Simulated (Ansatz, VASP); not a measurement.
**ZrB2 in VASP and in Ansatz**

```
CELL_PARAMETERS angstrom
3.22650 0.00000 0.00000
-1.61325 2.79423 0.00000
0.00000 0.00000 3.48890
ATOMIC_POSITIONS crystal
Zr 0.00000 0.00000 0.00000
B 0.33333 0.66667 0.50000
B 0.66667 0.33333 0.50000
```

Alike in both runs: task single point; functional LDA; k mesh 15 × 15 × 12; occupations gaussian, width 0.15 eV; no spin polarisation.

|  | VASP | Ansatz |
| --- | --- | --- |
| version | VASP 6.6.1 | Ansatz 0.2.0 |
| potentials or method | VASP PAW LDA potentials, release 64 (Zr_sv, B), cutoff 520 eV | scalar-relativistic, plane waves, PAW |
| valence electrons in the cell | 18 | 18 |

|  | VASP | Ansatz | Ansatz less VASP |
| --- | --- | --- | --- |
| gap on the k mesh at the Fermi level (eV) | none | none | - |
| pressure (GPa) | -13.6 | -14.1 | -0.45 |
| traceless stress, the component that is largest in VASP (GPa) | 6.96 | 6.94 | -0.021 |

LDA's correlation is that of Perdew and Zunger in VASP and of Perdew and Wang (1992) in Ansatz. A gap of «none» marks a metal or a gap that the smearing closes.
